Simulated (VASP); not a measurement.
## Si (a cell with a defect): single point with PBE

The system is Si (a cell with a defect).

```
Si
1.0
     0.00000    5.43000    5.43000
     5.43000    0.00000    5.43000
     5.43000    5.43000    0.00000
Si
17
Direct
  0.01460 0.99286 0.99916
  0.12179 0.11812 0.13784
  0.00128 0.98746 0.50978
  0.15882 0.10781 0.62533
  0.98958 0.48961 0.03073
  0.12171 0.62177 0.13788
  0.00112 0.50127 0.50993
  0.11408 0.61423 0.65746
  0.49295 0.99297 0.99907
  0.64686 0.14696 0.05894
  0.52003 0.02020 0.43964
  0.60776 0.10787 0.62520
  0.49279 0.51467 0.99921
  0.61811 0.62182 0.13785
  0.48734 0.50141 0.50980
  0.60767 0.65898 0.62535
  0.78877 0.28896 0.63346
```

* Program: VASP 6.6.1
* Task: single point
* Functional: PBE
* Potentials or basis: VASP PAW PBE potentials, release 64 (Si)
* Cutoff: 520 eV
* k mesh: 2 × 2 × 2
* Occupations: fermi-dirac, width 0.05 eV
* Spin: no spin polarisation

- Pressure: 4.5 GPa
- Largest force: 0.062 eV/Å
- Band gap on the k mesh: zero (bands 34 and 35 overlap by 0.03 eV)

Forces in eV/Å, atoms in the order of the input:
```
Si  -0.005  0.004  0.007
Si   0.010  0.005 -0.001
Si   0.025 -0.007  0.003
Si  -0.014  0.014  0.010
Si  -0.004 -0.004  0.004
Si   0.010  0.009 -0.014
Si  -0.003 -0.002 -0.001
Si  -0.004 -0.003 -0.008
Si  -0.006 -0.007 -0.004
Si  -0.029 -0.028  0.026
Si  -0.023 -0.023  0.008
Si   0.002  0.003  0.001
Si   0.002 -0.007  0.009
Si   0.007  0.010 -0.002
Si  -0.008  0.022  0.002
Si   0.015 -0.013  0.010
Si   0.025  0.028 -0.048
```

Stress tensor (GPa, compression positive):
```
 4.54 -0.51  0.51
-0.51  4.54  0.51
 0.51  0.51  4.54
```

Levels at points of the mesh, in eV from the Fermi level:
```tsv
k point	band 32	band 33	band 34	band 35	band 36	band 37
(0.00, 0.00, 0.00)	-0.70	-0.70	-0.51	-0.04	-0.04	0.25
(0.50, 0.00, 0.00)	-1.36	-0.91	-0.15	0.18	0.70	0.93
(0.00, 0.50, 0.00)	-1.36	-0.91	-0.15	0.18	0.70	0.93
(0.00, 0.00, 0.50)	-1.30	-1.30	-0.21	0.40	0.40	1.19
(0.50, 0.50, 0.50)	-1.36	-0.91	-0.16	0.18	0.70	0.93
(0.50, 0.50, 0.00)	-1.73	-0.74	-0.01	0.42	1.32	1.46
(0.00, 0.50, 0.50)	-1.73	-0.74	-0.01	0.43	1.32	1.46
(0.50, 0.00, 0.50)	-1.73	-0.74	-0.01	0.43	1.32	1.46
```

It took 2.1 min on 1 thread of AMD EPYC 9R45 96-Core Processor (Zen 5), with other jobs on the host, peak memory 0.44 GiB.

Caveat: the k points lie up to 0.50 Å⁻¹ apart.
